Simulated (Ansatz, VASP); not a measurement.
# One calculation of AlAs, two programs

File INCAR:

```
ALGO = Normal
EDIFF = 1E-6
ENCUT = 500
GGA = PE
GGA_COMPAT = F
ISIF = 2
ISMEAR = 1
LASPH = T
LCHARG = F
LREAL = F
LWAVE = F
NBANDS = 11
NELM = 120
PREC = Accurate
SIGMA = 0.01
```

File KPOINTS:

```
k-points
0
Gamma
  6 6 6
```

The input POSCAR:

```
AlAs
1.0
    0.0000000000      2.8304000000      2.8304000000
    2.8304000000      0.0000000000      2.8304000000
    2.8304000000      2.8304000000      0.0000000000
Al As
1 1
Direct
    0.0000000000      0.0000000000      0.0000000000
    0.2500000000      0.2500000000      0.2500000000
```

Input for Ansatz:

```yaml
crystal:
  lattice:
    - [0.0, 2.8304, 2.8304]
    - [2.8304, 0.0, 2.8304]
    - [2.8304, 2.8304, 0.0]
  atoms:
    - { symbol: Al, position: [0.0, 0.0, 0.0] }
    - { symbol: As, position: [0.25, 0.25, 0.25] }
basis:
  ecutwfc: 500.0
kpoints:
  mp_grid:
    grid: [6, 6, 6]
hamiltonian:
  xc: pbe
  pseudopotentials:
    kind: paw
scf:
  occupations:
    method: cold
    width: 0.01
output:
  stress: true
```

Alike in both runs: task single point; functional PBE; k mesh 6 × 6 × 6; no spin polarisation.

```csv
,VASP,Ansatz
version,VASP 6.6.1,Ansatz 0.2.0
potentials or method,"VASP PAW PBE potentials, release 64 (Al, As), cutoff 500 eV","plane waves, PAW"
occupations,"methfessel-paxton of order 1, width 0.01 eV","cold, width 0.01 eV"
valence electrons in the cell,8,18
```

Ansatz gave:

```
pressure (GPa) : 2.6
```

Q: What did VASP give for the same quantities?

A: Pressure (GPa): 2.8.

VASP's potentials hold 8 valence electrons a cell and Ansatz's 18, so a difference there can come from the potentials and not from the codes.
